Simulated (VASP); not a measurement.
A run of VASP 6.6.1 is set up as follows.

File INCAR:

```
SYSTEM = HgMo
ALGO = Normal
EDIFF = 1E-6
ENCUT = 520
GGA = PE
ISIF = 2
ISMEAR = 0
LASPH = .True.
LCHARG = .False.
LREAL = .False.
LWAVE = .False.
NBANDS = 20
NELM = 80
PREC = Accurate
SIGMA = 0.1
```

The input KPOINTS:

```
k-points
0
Gamma
  6 6 4
  0 0 0
```

The input POSCAR:

```
HgMo
1.0
    2.8061828839      0.0000000000      0.0000000000
    0.0000000000      2.8061828839      0.0000000000
    0.0000000000      0.0000000000      4.5634747589
Hg Mo
1 1
Direct
    0.5000000000      0.5000000000      0.5000000000
    0.0000000000      0.0000000000      0.0000000000
```

Potentials or basis: VASP PAW PBE potentials, release 64 (Hg, Mo_sv).

Launch:

```bash
$ cat potpaw_PBE.64/Hg/POTCAR potpaw_PBE.64/Mo_sv/POTCAR > POTCAR
$ mpirun -np 1 vasp_std > vasp.out
```

Problem. Predict the band gap on the k mesh.

Solution. Zero (band 13 reaches 8.86 eV, above the bottom of band 14 at 7.91 eV).

Problem. Predict the pressure.

Solution. 1.0 GPa.

Stress tensor (GPa, compression positive):
```
0.97 0.00 0.00
0.00 0.97 0.00
0.00 0.00 1.05
```

Caveat: the k points lie up to 0.37 Å⁻¹ apart; spin-orbit coupling is left out, which moves the levels of the heavy elements.
